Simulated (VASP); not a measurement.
# NaCl (I4/mmm) in VASP: further runs, part 2 of 2

VASP 6.6.1. Earlier steps stand in the parts before.

## Step 3: Single point, r2SCAN (strain +0.0150 x Voigt [0, 1, 0, 0, 0, 0])

Contents of POSCAR:

```
NaCl
1.0
    0.0000000000      2.8742262500      2.8317500000
    2.8317500000      0.0000000000      2.8317500000
    2.8317500000      2.8742262500      0.0000000000
Na Cl
1 1
Direct
    0.0000000000      0.0000000000      0.0000000000
    0.5000000000      0.5000000000      0.5000000000
```

Contents of INCAR.step1:

```
  PREC = Accurate
  ENCUT = 520
  ISMEAR = 0
  SIGMA = 0.05
  LREAL = F
  LASPH = T
  NELM = 60
  NBANDS = 14
  GGA = PE
  ALGO = Normal
  EDIFF = 1E-4
  LWAVE = T
  LCHARG = F
```

Contents of INCAR.step2:

```
  PREC = Accurate
  ENCUT = 520
  EDIFF = 1E-7
  ISMEAR = 0
  SIGMA = 0.05
  LREAL = F
  LASPH = T
  NELM = 60
  ALGO = Normal
  ISIF = 2
  LWAVE = F
  LCHARG = F
  METAGGA = R2SCAN
  LMIXTAU = T
  NBANDS = 14
  ISTART = 1
```

Contents of KPOINTS:

```
regular mesh
0
Gamma
  8 8 8
```

Potentials or basis: VASP PAW PBE potentials, release 64 (Na_pv, Cl).

Command:

```
$ cat potpaw_PBE.64/Na_pv/POTCAR potpaw_PBE.64/Cl/POTCAR > POTCAR
$ cp INCAR.step1 INCAR
$ mpirun -np 1 vasp_std > vasp.out
$ cp INCAR.step2 INCAR
$ mpirun -np 1 vasp_std > vasp.out
```

OUTCAR:

```text
PREC = Accurate
   ENCUT = 520
   EDIFF = 1E-7
   ISMEAR = 0
   LREAL = F
   LASPH = T
   NELM = 60
   ISIF = 2
   METAGGA = R2SCAN
   ISTART = 1

 ion  position               nearest neighbor table
   1  0.000  0.000  0.000-
   2  0.500  0.500  0.500-

  LATTYP: Found a body centered tetragonal cell.
 ALAT       =     4.0046992553
 C/A-ratio  =     1.4354267658

  Lattice vectors:

 A1 = (   0.0000000000,  -2.8742262500,   2.8317500000)
 A2 = (   0.0000000000,  -2.8742262500,  -2.8317500000)
 A3 = (   2.8317500000,   2.8742262500,   0.0000000000)

Analysis of symmetry for initial positions (statically):
=====================================================================
 Subroutine PRICEL returns:
 Original cell was already a primitive cell.

 Routine SETGRP: Setting up the symmetry group for a
 body centered tetragonal supercell.

 Subroutine GETGRP returns: Found 16 space group operations
 (whereof 16 operations were pure point group operations)
 out of a pool of 16 trial point group operations.

The static configuration has the point symmetry D_4h.

Analysis of symmetry for dynamics (positions and initial velocities):
=====================================================================
 Subroutine PRICEL returns:
 Original cell was already a primitive cell.

 Routine SETGRP: Setting up the symmetry group for a
 body centered tetragonal supercell.

 Subroutine GETGRP returns: Found 16 space group operations
 (whereof 16 operations were pure point group operations)
 out of a pool of 16 trial point group operations.

The dynamic configuration has the point symmetry D_4h.

 Subroutine INISYM returns: Found 16 space group operations
 (whereof 16 operations are pure point group operations),
 and found     1 'primitive' translations

[... 120 lines left out ...]
   LHFCALC =     F    Hartree Fock is set to
   AEXX    =    0.0000 exact exchange contribution
   IVDW    =     0    specifies the selected vdW correction
   LEPSILON=     F    determine dielectric tensor
   LRPA    =     F    only Hartree local field effects (RPA)
 non-spin polarized calculation
 Gauss-broadening in eV      SIGMA  =   0.05
  energy-cutoff  :      520.00
  volume of cell :       46.10
 maximum number of plane-waves:      1263
   NGX = 15   NGY = 15   NGZ = 15

 number of electron      13.9999992 magnetization

 Free energy of the ion-electron system (eV)
  ---------------------------------------------------
  ext. energy  EPLUGINS =         0.00000000
  ---------------------------------------------------
  free energy    TOTEN  =       -13.77949606 eV

  energy without entropy =      -13.77949606  energy(sigma->0) =      -13.77949606

 E-fermi :  -1.0688     XC(G=0):  -8.5165

 val. band max:       -1.3112380477   @ k =   0.0000   0.0000   0.0000
 cond. band min:       4.4917481682   @ k =   0.0000   0.0000   0.0000
 fundamental gap:      5.8029862159
 Fermi energy:        -1.0687942460

 k-point     1 :       0.0000    0.0000    0.0000
  band No.  band energies     occupation
      1     -22.8904      2.00000
      2     -22.8882      2.00000
      3     -22.8879      2.00000
      4     -14.4798      2.00000
      5      -1.3220      2.00000
      6      -1.3220      2.00000
      7      -1.3112      2.00000
      8       4.4917      0.00000
      9      10.3424      0.00000
     10      10.4518      0.00000
     11      10.4518      0.00000
     12      12.5389      0.00000
     13      12.7197      0.00000
     14      14.1609      0.00000
[... 377 lines left out ...]
      1     -22.9067      2.00000
      2     -22.8917      2.00000
      3     -22.8905      2.00000
      4     -14.2313      2.00000
      5      -2.7319      2.00000
      6      -1.6486      2.00000
      7      -1.5948      2.00000
      8       6.7349      0.00000
      9       9.0971      0.00000
     10       9.9940      0.00000
     11      11.0320      0.00000
     12      12.9383      0.00000
     13      14.2927      0.00000
     14      15.7803      0.00000

 [... further k-points ...]

------------------------ aborting loop because EDIFF is reached ----------------------------------------

  FORCE on cell =-STRESS in cart. coord.  units (eV):
  Direction    XX          YY          ZZ          XY          YZ          ZX
  --------------------------------------------------------------------------------------
  -------------------------------------------------------------------------------------
  Total       -0.3269115     -0.4828701     -0.3269115      0.0000000     -0.0000000      0.0000000
  in kB      -11.3626599    -16.7834078    -11.3626599      0.0000000     -0.0000000      0.0000000
  external PRESSURE =     -13.1695759 kB  Pullay stress =       0.0000000 kB

 VOLUME and BASIS-vectors are now :
 -----------------------------------------------------------------------------
  energy-cutoff  :      520.00
  volume of cell :       46.10
      direct lattice vectors                 reciprocal lattice vectors
     0.000000000  2.874226250  2.831750000    -0.176569259  0.173959861  0.176569259
     2.831750000  0.000000000  2.831750000     0.176569259 -0.173959861  0.176569259
     2.831750000  2.874226250  0.000000000     0.176569259  0.173959861 -0.176569259

 POSITION                                       TOTAL-FORCE (eV/Angst)
 -----------------------------------------------------------------------------------
      0.00000      0.00000      0.00000        -0.000000     -0.000000      0.000000
      2.83175      2.87423      2.83175         0.000000      0.000000     -0.000000
 -----------------------------------------------------------------------------------
    total drift:                               -0.000000      0.000000      0.000000

  FREE ENERGIE OF THE ION-ELECTRON SYSTEM (eV)
  ---------------------------------------------------
  free  energy   TOTEN  =       -13.7794960594 eV

  energy  without entropy=      -13.7794960594  energy(sigma->0) =      -13.77949606
```

OUTCAR.step1:

```text
PREC = Accurate
   ENCUT = 520
   ISMEAR = 0
   LREAL = F
   LASPH = T
[... 629 lines left out ...]
 -----------------------------------------------------------------------------------
      0.00000      0.00000      0.00000         0.000000      0.000000     -0.000000
      2.83175      2.87423      2.83175        -0.000000     -0.000000      0.000000
 -----------------------------------------------------------------------------------
    total drift:                                0.000000      0.000000      0.000000

  FREE ENERGIE OF THE ION-ELECTRON SYSTEM (eV)
  ---------------------------------------------------
  free  energy   TOTEN  =        -6.7771122935 eV

  energy  without entropy=       -6.7771122935  energy(sigma->0) =       -6.77711229
```

OSZICAR.step1:

```text
N       E                     dE             d eps       ncg     rms          rms(c)
DAV:   1     0.101577868694E+03    0.10158E+03   -0.71273E+03  1676   0.101E+03
DAV:   2     0.167722199162E+01   -0.99901E+02   -0.91652E+02  1792   0.272E+02
DAV:   3    -0.684087514413E+01   -0.85181E+01   -0.84634E+01  2120   0.725E+01
DAV:   4    -0.697788016298E+01   -0.13701E+00   -0.13694E+00  1928   0.101E+01
DAV:   5    -0.698088957093E+01   -0.30094E-02   -0.30093E-02  2164   0.150E+00    0.215E+00
DAV:   6    -0.678288774115E+01    0.19800E+00   -0.33365E-01  2000   0.327E+00    0.159E+00
DAV:   7    -0.677118983086E+01    0.11698E-01   -0.82183E-02  2258   0.162E+00    0.109E+00
DAV:   8    -0.677710593283E+01   -0.59161E-02   -0.10432E-02  1838   0.861E-01    0.300E-01
DAV:   9    -0.677699224938E+01    0.11368E-03   -0.21947E-04  2096   0.112E-01    0.170E-01
DAV:  10    -0.677712514831E+01   -0.13290E-03   -0.36951E-04  1916   0.141E-01    0.746E-02
DAV:  11    -0.677711229354E+01    0.12855E-04   -0.20146E-05  1168   0.403E-02
   1 F= -.67771123E+01 E0= -.67771123E+01  d E =-.999993E-11
```

Wall time 76 s (1 thread of Intel Xeon 6975P-C (Granite Rapids), shared host); peak memory 0.18 GiB.

What came out:

```
Free energy            : -13.7795 eV
Pressure               : -1.3 GPa
Band gap on the k mesh : 5.80 eV
```

Stress tensor (GPa, compression positive):
```
-1.14  0.00  0.00
 0.00 -1.68  0.00
 0.00  0.00 -1.14
```

Levels at points of the mesh, in eV from the valence-band top:
| k point | band 4 | band 5 | band 6 | band 7 | band 8 | band 9 | band 10 | band 11 |
| --- | --- | --- | --- | --- | --- | --- | --- | --- |
| (0.00, 0.00, 0.00) | -13.17 | -0.01 | -0.01 | 0.00 | 5.80 | 11.65 | 11.76 | 11.76 |
| (0.50, 0.00, 0.00) | -12.85 | -1.85 | -0.28 | -0.26 | 7.88 | 11.38 | 11.62 | 11.77 |
| (0.50, 0.50, 0.00) | -12.80 | -1.61 | -0.62 | -0.57 | 8.36 | 8.61 | 12.04 | 15.51 |
| (0.50, 0.00, 0.50) | -12.82 | -1.62 | -0.57 | -0.57 | 8.36 | 8.67 | 11.90 | 15.72 |

Caveat: the cell differs from its parent crystal (strain +0.0150 x Voigt [0, 1, 0, 0, 0, 0]); the PAW data sets were made with another functional, which shifts forces and pressure a little. A k mesh can miss the band edges.

## Step 4: Single point, r2SCAN (strain +0.0175 x Voigt [0, 1, 0, 0, 0, 0])

Contents of POSCAR:

```
NaCl
1.0
    0.0000000000      2.8813056250      2.8317500000
    2.8317500000      0.0000000000      2.8317500000
    2.8317500000      2.8813056250      0.0000000000
Na Cl
1 1
Direct
    0.0000000000      0.0000000000      0.0000000000
    0.5000000000      0.5000000000      0.5000000000
```

Contents of INCAR.step1:

```
ALGO = Normal
EDIFF = 1E-4
ENCUT = 520
GGA = PE
ISMEAR = 0
LASPH = T
LCHARG = F
LREAL = F
LWAVE = T
NBANDS = 14
NELM = 80
PREC = Accurate
SIGMA = 0.05
```

Contents of INCAR.step2:

```
ALGO = Normal
EDIFF = 1E-6
ENCUT = 520
ISIF = 2
ISMEAR = 0
ISTART = 1
LASPH = T
LCHARG = T
LELF = T
LMIXTAU = T
LREAL = F
LVHAR = T
LWAVE = F
METAGGA = R2SCAN
NBANDS = 14
NELM = 80
PREC = Accurate
SIGMA = 0.05
```

Contents of KPOINTS:

```
k-points
0
Gamma
  8 8 8
```

Command:

```
$ cat potpaw_PBE.64/Na_pv/POTCAR potpaw_PBE.64/Cl/POTCAR > POTCAR
$ cp INCAR.step1 INCAR
$ mpirun -np 1 vasp_std > vasp.out
$ cp INCAR.step2 INCAR
$ mpirun -np 1 vasp_std > vasp.out
```

Wall time 69 s (1 thread of Intel Xeon 6975P-C (Granite Rapids), shared host); peak memory 0.18 GiB.

It converged, with:

- Free energy: -13.7783 eV
- Pressure: -1.4 GPa
- Band gap on the k mesh: 5.79 eV

Stress tensor (GPa, compression positive):
```
-1.15  0.00  0.00
 0.00 -1.77  0.00
 0.00  0.00 -1.15
```

Levels at points of the mesh, in eV from the valence-band top:
```csv
k point,band 4,band 5,band 6,band 7,band 8,band 9,band 10,band 11
"(0.00, 0.00, 0.00)",-13.16,-0.01,-0.01,0.00,5.79,11.64,11.77,11.77
"(0.50, 0.00, 0.00)",-12.85,-1.84,-0.28,-0.26,7.88,11.36,11.60,11.78
"(0.50, 0.50, 0.00)",-12.80,-1.61,-0.62,-0.57,8.35,8.60,12.03,15.47
"(0.50, 0.00, 0.50)",-12.82,-1.62,-0.56,-0.56,8.36,8.67,11.86,15.71
```

Caveat: the cell differs from its parent crystal (strain +0.0175 x Voigt [0, 1, 0, 0, 0, 0]); the PAW data sets were made with another functional, which shifts forces and pressure a little. A k mesh can miss the band edges.

## Step 5: Single point, r2SCAN (strain +0.0200 x Voigt [0, 1, 0, 0, 0, 0])

Contents of POSCAR:

```
NaCl
1.0
    0.0000000000      2.8883850000      2.8317500000
    2.8317500000      0.0000000000      2.8317500000
    2.8317500000      2.8883850000      0.0000000000
Na Cl
1 1
Direct
    0.0000000000      0.0000000000      0.0000000000
    0.5000000000      0.5000000000      0.5000000000
```

Contents of INCAR.step1:

```
SYSTEM = NaCl
PREC     = Accurate       ! precision mode
ENCUT    = 520            ! plane-wave cutoff, eV
ISMEAR   = 0              ! smearing method
SIGMA    = 0.05           ! smearing width, eV
LREAL    = .False.        ! projectors in reciprocal space
LASPH    = .True.         ! aspherical terms in the spheres
NELM     = 80             ! most SCF steps
NBANDS   = 14             ! bands
GGA      = PE             ! functional
ALGO     = Normal         ! electronic algorithm
EDIFF    = 1E-4           ! SCF threshold, eV
LWAVE    = .True.         ! write WAVECAR
LCHARG   = .False.        ! write CHGCAR
```

Contents of INCAR.step2:

```
SYSTEM = NaCl
PREC     = Accurate       ! precision mode
ENCUT    = 520            ! plane-wave cutoff, eV
EDIFF    = 1E-7           ! SCF threshold, eV
ISMEAR   = 0              ! smearing method
SIGMA    = 0.05           ! smearing width, eV
LREAL    = .False.        ! projectors in reciprocal space
LASPH    = .True.         ! aspherical terms in the spheres
NELM     = 80             ! most SCF steps
ALGO     = Normal         ! electronic algorithm
ISIF     = 2              ! what is computed and relaxed
LWAVE    = .False.        ! write WAVECAR
LCHARG   = .False.        ! write CHGCAR
METAGGA  = R2SCAN         ! meta-GGA
LMIXTAU  = .True.       
NBANDS   = 14             ! bands
ISTART   = 1
```

Contents of KPOINTS:

```
Automatic mesh
0
Gamma
  8 8 8
  0 0 0
```

Command:

```
$ cat potpaw_PBE.64/Na_pv/POTCAR potpaw_PBE.64/Cl/POTCAR > POTCAR
$ cp INCAR.step1 INCAR
$ mpirun -np 1 vasp_std > vasp.out
$ cp INCAR.step2 INCAR
$ mpirun -np 1 vasp_std > vasp.out
```

Wall time 89 s (1 thread of Intel Xeon 6975P-C (Granite Rapids), shared host); peak memory 0.17 GiB.

The run converged. Its results:

```
Free energy            : -13.7770 eV
Pressure               : -1.4 GPa
Band gap on the k mesh : 5.78 eV
```

Stress tensor (GPa, compression positive):
```
-1.18  0.00  0.00
 0.00 -1.89  0.00
 0.00  0.00 -1.18
```

Levels at points of the mesh, in eV from the valence-band top:
| k point | band 5 | band 6 | band 7 | band 8 | band 9 | band 10 |
| --- | --- | --- | --- | --- | --- | --- |
| (0.00, 0.00, 0.00) | -0.01 | -0.01 | 0.00 | 5.78 | 11.62 | 11.77 |
| (0.50, 0.00, 0.00) | -1.83 | -0.28 | -0.26 | 7.87 | 11.34 | 11.59 |
| (0.50, 0.50, 0.00) | -1.60 | -0.63 | -0.57 | 8.34 | 8.60 | 12.02 |
| (0.50, 0.00, 0.50) | -1.61 | -0.56 | -0.56 | 8.35 | 8.68 | 11.83 |

Caveat: the cell differs from its parent crystal (strain +0.0200 x Voigt [0, 1, 0, 0, 0, 0]); the PAW data sets were made with another functional, which shifts forces and pressure a little.

## Step 6: Overview

| cell | gap on the mesh (eV) | pressure (GPa) |
| --- | --- | --- |
| a = 4.025, b = 4.005 Å, angles 60.2, 59.7, 60.2°, 2 atoms | 5.83 | -1.2 |
| a = 4.035, b = 4.005 Å, angles 60.2, 59.5, 60.2°, 2 atoms | 5.80 | -1.3 |
| a = 4.040, b = 4.005 Å, angles 60.3, 59.4, 60.3°, 2 atoms | 5.79 | -1.4 |
| a = 4.045, b = 4.005 Å, angles 60.3, 59.3, 60.3°, 2 atoms | 5.78 | -1.4 |

Alike in all rows: task single point; level r2SCAN; potentials or basis VASP PAW PBE potentials, release 64 (Na_pv, Cl); no spin polarisation; k mesh 8 × 8 × 8; cutoff (eV) 520; smearing gaussian 0.05 eV.

Caveats: the PAW data sets were made with another functional, which shifts forces and pressure a little.

Total energies depend on the potentials used, so only differences within one code and one set of settings carry meaning.
